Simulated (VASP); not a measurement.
Input of a VASP 6.6.1 run:

The input INCAR:

```
SYSTEM = Se
PREC = Accurate ; ENCUT = 520
EDIFF = 1E-8 ; ISMEAR = -1
SIGMA = 0.05 ; LREAL = .False.
LASPH = .True. ; NELM = 80
ALGO = Normal ; ISIF = 2
LWAVE = .False. ; LCHARG = .False.
GGA = PE ; LEFG = .True.
NBANDS = 13
```

File KPOINTS:

```
regular mesh
0
Gamma
  11 11 6
  0 0 0
```

Contents of POSCAR:

```
Se
1.0
    3.1050448770      0.0000000000      0.0000000000
   -1.5525224385      2.6890477434      0.0000000000
    0.0000000000      0.0000000000      5.0301727007
Se
2
Direct
    0.2733333333      0.6366666667      0.2050000000
    0.7266666667      0.3633333333      0.7950000000
```

Potentials or basis: VASP PAW PBE potentials, release 64 (Se).

Command:

```console
$ cat potpaw_PBE.64/Se/POTCAR > POTCAR
$ mpirun -np 1 vasp_std > vasp.out
```

Problem. Predict the pressure.

Solution. 4.4 GPa.

Problem. Estimate the band gap on the k mesh.

Solution. Zero (bands 6 and 7 overlap by 3.63 eV).

Stress tensor (GPa, compression positive):
```
 7.95  0.69  0.52
 0.69  7.15  0.30
 0.52  0.30 -2.01
```

Caveat: the cell differs from its parent crystal (shortest bond scaled by 0.82); the stress differs along the axes, from -2 to 8 GPa; without QUAD_EFG the Cq values of the log hold for a quadrupole moment of 1 mb, not for the nuclei; this functional lacks dispersion, which binds layers or chains, so the pressure and a relaxed spacing across them are unreliable.
